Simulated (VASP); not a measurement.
# Ca (Fd-3m) in VASP: further runs

Runs on Ca. Level: LDA. Tasks: single point.

All numbers are computed with VASP 6.6.1; they aren't measurements. Logs are shortened: lines on timing, memory, paths and dates and some standing lists are left out, and cuts for length are marked.

## 1. The cell of the first run

It takes space group Fd-3m (No. 227, cubic). Conventional cell: a = 8.216 Å, b = 8.216 Å, c = 8.216 Å, α = 90.00°, β = 90.00°, γ = 90.00°. Ca (site symmetry -43m) has 4 Ca at 3.56 Å within 4.7 Å.

## 2. Single point, LDA

Input file INCAR:

```
SYSTEM = Ca
PREC = Accurate
ENCUT = 520
EDIFF = 1E-6
ISMEAR = -1
SIGMA = 0.1
LREAL = .False.
LASPH = .True.
NELM = 80
ALGO = Normal
ISIF = 2
LWAVE = .False.
LCHARG = .False.
NBANDS = 17
```

Input file KPOINTS:

```
Automatic mesh
0
Gamma
  4 4 4
  0 0 0
```

Input file POSCAR:

```
Ca
1.0
    0.0000000000      4.1080851241      4.1080851241
    4.1080851241      0.0000000000      4.1080851241
    4.1080851241      4.1080851241      0.0000000000
Ca
2
Direct
    0.0000000000      0.0000000000      0.0000000000
    0.2500000000      0.2500000000      0.2500000000
```

Potentials or basis: VASP PAW LDA potentials, release 64 (Ca_sv).

On the command line:

```console
$ cat potpaw_LDA.64/Ca_sv/POTCAR > POTCAR
$ mpirun -np 1 vasp_std > vasp.out
```

OUTCAR:

```text
SYSTEM = Ca
   PREC = Accurate
   ENCUT = 520
   EDIFF = 1E-6
   ISMEAR = -1
   LREAL = .False.
   LASPH = .True.
   NELM = 80
   ISIF = 2

 ion  position               nearest neighbor table
   1  0.000  0.000  0.000-
   2  0.250  0.250  0.250-

  LATTYP: Found a face centered cubic cell.
 ALAT       =     8.2161702482

  Lattice vectors:

 A1 = (   0.0000000000,   4.1080851241,   4.1080851241)
 A2 = (   4.1080851241,   0.0000000000,   4.1080851241)
 A3 = (   4.1080851241,   4.1080851241,   0.0000000000)

Analysis of symmetry for initial positions (statically):
=====================================================================
 Subroutine PRICEL returns:
 Original cell was already a primitive cell.

 Routine SETGRP: Setting up the symmetry group for a
 face centered cubic supercell.

 Subroutine GETGRP returns: Found 48 space group operations
 (whereof 24 operations were pure point group operations)
 out of a pool of 48 trial point group operations.

The static configuration has the point symmetry T_d .
 The point group associated with its full space group is O_h .

Analysis of symmetry for dynamics (positions and initial velocities):
=====================================================================
 Subroutine PRICEL returns:
 Original cell was already a primitive cell.

 Routine SETGRP: Setting up the symmetry group for a
 face centered cubic supercell.

 Subroutine GETGRP returns: Found 48 space group operations
 (whereof 24 operations were pure point group operations)
 out of a pool of 48 trial point group operations.

The dynamic configuration has the point symmetry T_d .
 The point group associated with its full space group is O_h .

 Subroutine INISYM returns: Found 48 space group operations
 (whereof 24 operations are pure point group operations),
 and found     1 'primitive' translations

----------------------------------------------------------------------------------------

                                     Primitive cell

  volume of cell :     138.6591

  direct lattice vectors                    reciprocal lattice vectors
     0.000000000  4.108085124  4.108085124    -0.121711207  0.121711207  0.121711207
     4.108085124  0.000000000  4.108085124     0.121711207 -0.121711207  0.121711207
     4.108085124  4.108085124  0.000000000     0.121711207  0.121711207 -0.121711207

  length of vectors
     5.809709698  5.809709698  5.809709698     0.210809995  0.210809995  0.210809995

  position of ions in fractional coordinates (direct lattice)
     0.000000000  0.000000000  0.000000000
     0.250000000  0.250000000  0.250000000

  ion indices of the primitive-cell ions
   primitive index   ion index
                 1           1
                 2           2

----------------------------------------------------------------------------------------

 KPOINTS: Automatic mesh

Automatic generation of k-mesh.
 Grid dimensions read from file:
 generate k-points for:    4    4    4

 Generating k-lattice:

  Cartesian coordinates                     Fractional coordinates (reciprocal lattice)
    -0.030427802  0.030427802  0.030427802     0.250000000  0.000000000  0.000000000
     0.030427802 -0.030427802  0.030427802     0.000000000  0.250000000  0.000000000
     0.030427802  0.030427802 -0.030427802     0.000000000  0.000000000  0.250000000

  Length of vectors
     0.052702499  0.052702499  0.052702499

  Shift w.r.t. Gamma in fractional coordinates (k-lattice)
     0.000000000  0.000000000  0.000000000

 Subroutine IBZKPT returns following result:
 ===========================================

 Found      8 irreducible k-points:

 Following reciprocal coordinates:
            Coordinates               Weight
  0.000000  0.000000  0.000000      1.000000
  0.250000  0.000000  0.000000      8.000000
  0.500000  0.000000  0.000000      4.000000
  0.250000  0.250000  0.000000      6.000000
  0.500000  0.250000  0.000000     24.000000
 -0.250000  0.250000  0.000000     12.000000
  0.500000  0.500000  0.000000      3.000000
 -0.250000  0.500000  0.250000      6.000000
   k-points           NKPTS =      8   k-points in BZ     NKDIM =      8   number of bands    NBANDS=     17
   number of dos      NEDOS =    301   number of ions     NIONS =      2
   total plane-waves  NPLWV = 110592
   dimension x,y,z NGX =    48 NGY =   48 NGZ =   48
   dimension x,y,z NGXF=    96 NGYF=   96 NGZF=   96
   ions per type =               2
   NGX,Y,Z   is equivalent  to a cutoff of  13.74, 13.74, 13.74 a.u.
   NGXF,Y,Z  is equivalent  to a cutoff of  27.47, 27.47, 27.47 a.u.
 SYSTEM =  Ca
   PREC   = accura    normal or accurate (medium, high low for compatibility)
   ISTART =      0    job   : 0-new  1-cont  2-samecut
   ICHARG =      2    charge: 1-file 2-atom 10-const
   ISPIN  =      1    spin polarized calculation?
   LNONCOLLINEAR =      F non collinear calculations
   LSORBIT =      F    spin-orbit coupling
   LASPH  =      T    aspherical Exc in radial PAW
   ENCUT  =  520.0 eV  38.22 Ry    6.18 a.u.  10.80 10.80 10.80*2*pi/ulx,y,z
   NELM   =     80;   NELMIN=  2; NELMDL= -5     # of ELM steps
   EDIFF  = 0.1E-05   stopping-criterion for ELM
   LREAL  =      F    real-space projection
   EDIFFG = 0.1E-04   stopping-criterion for IOM
   NSW    =      0    number of steps for IOM
   IBRION =     -1    ionic relax: 0-MD 1-quasi-New 2-CG
   NFREE  =      0    steps in history (QN), initial steepest desc. (CG)
   ISIF   =      2    stress and relaxation
   ISYM   =      2    0-nonsym 1-usesym 2-fastsym
   POTIM  = 0.5000    time-step for ionic-motion
   TEBEG  =    0.0;   TEEND  =   0.0 temperature during run
   PSTRESS=    0.0 pullay stress
   NELECT =      20.0000    total number of electrons
   NUPDOWN=      -1.0000    fix difference up-down
   EMIN   =  10.00;   EMAX   =-10.00  energy-range for DOS
   EFERMI =   0.00;   METHOD = LEGACY
   ISMEAR =    -1;   SIGMA  =   0.10  broadening in eV -4-tet -1-fermi 0-gaus
   EFERMI_NEDOS =   21; number of points for ismear=-14 and -15
   IALGO  =     38    algorithm
   IMIX   =      4    mixing-type and parameters
     AMIX     =   0.40;   BMIX     =  1.00
     AMIX_MAG =   1.60;   BMIX_MAG =  1.00
  volume/ion in A,a.u.               =      69.33       467.86
  Fermi-wavevector in a.u.,A,eV,Ry     =   0.858556  1.622436 10.029109  0.737119
  Thomas-Fermi vector in A             =   1.975779
   LORBIT       =      0    0 simple, 1 ext, 2 COOP (PROOUT), +10 PAW based schemes
   GGA     = CA    functional components
   LHFCALC =     F    Hartree Fock is set to
   AEXX    =    0.0000 exact exchange contribution
   IVDW    =     0    specifies the selected vdW correction
   LEPSILON=     F    determine dielectric tensor
   LRPA    =     F    only Hartree local field effects (RPA)
 non-spin polarized calculation
  energy-cutoff  :      520.00
  volume of cell :      138.66
 maximum number of plane-waves:      3750
 NGX is ok and might be reduce to    48
   NGX = 21   NGY = 21   NGZ = 21

 number of electron      20.0000000 magnetization

 Free energy of the ion-electron system (eV)
  ---------------------------------------------------
  ext. energy  EPLUGINS =         0.00000000
  ---------------------------------------------------
  free energy    TOTEN  =        -2.19287018 eV

  energy without entropy =       -2.06902142  energy(sigma->0) =       -2.13094580

 E-fermi :   0.0874     XC(G=0):  -6.3294

 val. band max:        0.0003948779   @ k =  -0.2500   0.5000   0.2500
 cond. band min:       0.2073284698   @ k =   0.5000   0.5000   0.0000
 fundamental gap:      0.2069335919
 Fermi energy:         0.0874277206

 k-point     1 :       0.0000    0.0000    0.0000
  band No.  band energies     occupation
      1     -42.4052      2.00000
      2     -42.3734      2.00000
      3     -23.7061      2.00000
      4     -23.7061      2.00000
      5     -23.7061      2.00000
      6     -23.6085      2.00000
      7     -23.6085      2.00000
      8     -23.6085      2.00000
      9      -3.0644      2.00000
     10       0.7262      0.00336
     11       0.7262      0.00336
     12       0.7262      0.00336
     13       0.8866      0.00068
     14       0.8866      0.00068
     15       1.5587      0.00000
     16       1.5587      0.00000
     17       1.5587      0.00000

 k-point     2 :       0.2500    0.0000    0.0000
  band No.  band energies     occupation
      1     -42.4019      2.00000
      2     -42.3767      2.00000
      3     -23.7110      2.00000
      4     -23.7110      2.00000
      5     -23.7038      2.00000
      6     -23.6117      2.00000
      7     -23.6036      2.00000
      8     -23.6036      2.00000
      9      -2.6388      2.00000
     10       0.3134      0.18911
     11       0.6952      0.00458
     12       0.6952      0.00458
     13       0.9928      0.00023
     14       0.9928      0.00023
     15       0.9979      0.00022
     16       1.6311      0.00000
     17       1.6311      0.00000

 k-point     3 :       0.5000    0.0000    0.0000
  band No.  band energies     occupation
      1     -42.3973      2.00000
      2     -42.3814      2.00000
      3     -23.7155      2.00000
      4     -23.7155      2.00000
      5     -23.7013      2.00000
      6     -23.6149      2.00000
      7     -23.5992      2.00000
      8     -23.5992      2.00000
      9      -1.8154      2.00000
     10      -0.7747      1.99964
     11       0.7643      0.00230
     12       0.7643      0.00230
     13       0.7899      0.00178
     14       0.9106      0.00053
     15       0.9106      0.00053
     16       1.9362      0.00000
     17       1.9362      0.00000

 k-point     4 :       0.2500    0.2500    0.0000
  band No.  band energies     occupation
      1     -42.4006      2.00000
      2     -42.3781      2.00000
      3     -23.7163      2.00000
      4     -23.7163      2.00000
      5     -23.6922      2.00000
      6     -23.6233      2.00000
      7     -23.5985      2.00000
      8     -23.5985      2.00000
      9      -2.4887      2.00000
     10       0.3154      0.18567
     11       0.6969      0.00450
     12       0.8304      0.00119
     13       0.8304      0.00119
     14       0.8345      0.00114
     15       1.1797      0.00004
     16       1.5681      0.00000
     17       1.5681      0.00000

 k-point     5 :       0.5000    0.2500    0.0000
  band No.  band energies     occupation
      1     -42.3949      2.00000
      2     -42.3837      2.00000
      3     -23.7239      2.00000
      4     -23.7204      2.00000
      5     -23.6806      2.00000
      6     -23.6353      2.00000
      7     -23.5944      2.00000
      8     -23.5913      2.00000
      9      -1.6250      2.00000
     10      -0.4201      1.98758
     11       0.2783      0.25818
     12       0.4537      0.05002
     13       0.9371      0.00041
     14       0.9507      0.00036
     15       1.0491      0.00013
     16       1.7833      0.00000
     17       1.8871      0.00000

 k-point     6 :      -0.2500    0.2500    0.0000
  band No.  band energies     occupation
      1     -42.3973      2.00000
      2     -42.3814      2.00000
      3     -23.7229      2.00000
      4     -23.7155      2.00000
      5     -23.6893      2.00000
      6     -23.6264      2.00000
      7     -23.5992      2.00000
      8     -23.5924      2.00000
      9      -1.9822      2.00000
     10      -0.0800      1.68436
     11       0.2453      0.34183
     12       0.7326      0.00315
     13       0.7552      0.00251
     14       0.9338      0.00042
     15       1.0503      0.00013
     16       1.6427      0.00000
     17       2.0027      0.00000

 k-point     7 :       0.5000    0.5000    0.0000
  band No.  band energies     occupation
      1     -42.3893      2.00000
      2     -42.3893      2.00000
      3     -23.7250      2.00000
      4     -23.7250      2.00000
      5     -23.6582      2.00000
      6     -23.6582      2.00000
      7     -23.5899      2.00000
      8     -23.5899      2.00000
      9      -0.9267      1.99992
     10      -0.9267      1.99992
     11       0.2073      0.46330
     12       0.2073      0.46330
     13       0.9601      0.00032
     14       0.9601      0.00032
     15       1.6712      0.00000
     16       1.6712      0.00000
     17       1.9216      0.00000

 k-point     8 :      -0.2500    0.5000    0.2500
  band No.  band energies     occupation
      1     -42.3893      2.00000
      2     -42.3893      2.00000
      3     -23.7252      2.00000
      4     -23.7252      2.00000
      5     -23.6580      2.00000
      6     -23.6580      2.00000
      7     -23.5900      2.00000
      8     -23.5900      2.00000
      9      -0.8083      1.99974
     10      -0.8083      1.99974
     11       0.0004      1.40963
     12       0.0004      1.40963
     13       0.9770      0.00027
     14       0.9770      0.00027
     15       1.3616      0.00001
     16       1.3616      0.00001
     17       2.3987      0.00000

------------------------ aborting loop because EDIFF is reached ----------------------------------------

  FORCE on cell =-STRESS in cart. coord.  units (eV):
  Direction    XX          YY          ZZ          XY          YZ          ZX
  --------------------------------------------------------------------------------------
  -------------------------------------------------------------------------------------
  Total        0.0090443      0.0090443      0.0090443     -0.0000000     -0.0000000      0.0000000
  in kB        0.1045053      0.1045053      0.1045053     -0.0000000     -0.0000000      0.0000000
  external PRESSURE =       0.1045053 kB  Pullay stress =       0.0000000 kB

 VOLUME and BASIS-vectors are now :
 -----------------------------------------------------------------------------
  energy-cutoff  :      520.00
  volume of cell :      138.66
      direct lattice vectors                 reciprocal lattice vectors
     0.000000000  4.108085124  4.108085124    -0.121711207  0.121711207  0.121711207
     4.108085124  0.000000000  4.108085124     0.121711207 -0.121711207  0.121711207
     4.108085124  4.108085124  0.000000000     0.121711207  0.121711207 -0.121711207

 POSITION                                       TOTAL-FORCE (eV/Angst)
 -----------------------------------------------------------------------------------
      0.00000      0.00000      0.00000        -0.000000     -0.000000     -0.000000
      2.05404      2.05404      2.05404         0.000000      0.000000      0.000000
 -----------------------------------------------------------------------------------
    total drift:                               -0.000000      0.000000     -0.000000

  FREE ENERGIE OF THE ION-ELECTRON SYSTEM (eV)
  ---------------------------------------------------
  free  energy   TOTEN  =        -2.1928701796 eV

  energy  without entropy=       -2.0690214204  energy(sigma->0) =       -2.13094580
```

It took 28 s on 1 thread of Intel Xeon 6975P-C, shared host; peak memory 0.24 GiB.

Results:

```
Free energy            : -2.1929 eV
Pressure               : 0.0 GPa
Band gap on the k mesh : zero (band 10 reaches 0.73 eV, above the bottom of band 11 at 0.00 eV)
```

## 3. Single point, LDA

Input file INCAR:

```
ALGO = Normal
EDIFF = 1E-6
ENCUT = 520
ISIF = 2
ISMEAR = -1
LASPH = True
LCHARG = True
LELF = True
LREAL = False
LVHAR = True
LWAVE = False
NBANDS = 17
NELM = 60
PREC = Accurate
SIGMA = 0.1
```

Input file KPOINTS:

```
k-points
0
Gamma
  4 4 4
```

POSCAR is that of step 2.

Potentials or basis: VASP PAW LDA potentials, release 64 (Ca_sv).

On the command line:

```console
$ cat potpaw_LDA.64/Ca_sv/POTCAR > POTCAR
$ mpirun -np 1 vasp_std > vasp.out
```

Run time: 34 s. Hardware: 1 thread of Intel Xeon 6975P-C, shared host; peak memory 0.24 GiB.

Results (log left out):

```yaml
Free_energy: -2.1929 eV
Pressure: 0.0 GPa
Band_gap_on_the_k_mesh: zero (band 10 reaches 0.73 eV, above the bottom of band 11 at 0.00 eV)
```

Levels at points of the mesh, in eV from the Fermi level:
```
           k point  band 6  band 7  band 8  band 9  band 10  band 11  band 12  band 13  band 14  band 15
(0.00, 0.00, 0.00)  -23.70  -23.70  -23.70   -3.15     0.64     0.64     0.64     0.80     0.80     1.47
(0.50, 0.00, 0.00)  -23.70  -23.69  -23.69   -1.90    -0.86     0.68     0.68     0.70     0.82     0.82
(0.50, 0.50, 0.00)  -23.75  -23.68  -23.68   -1.01    -1.01     0.12     0.12     0.87     0.87     1.58
```
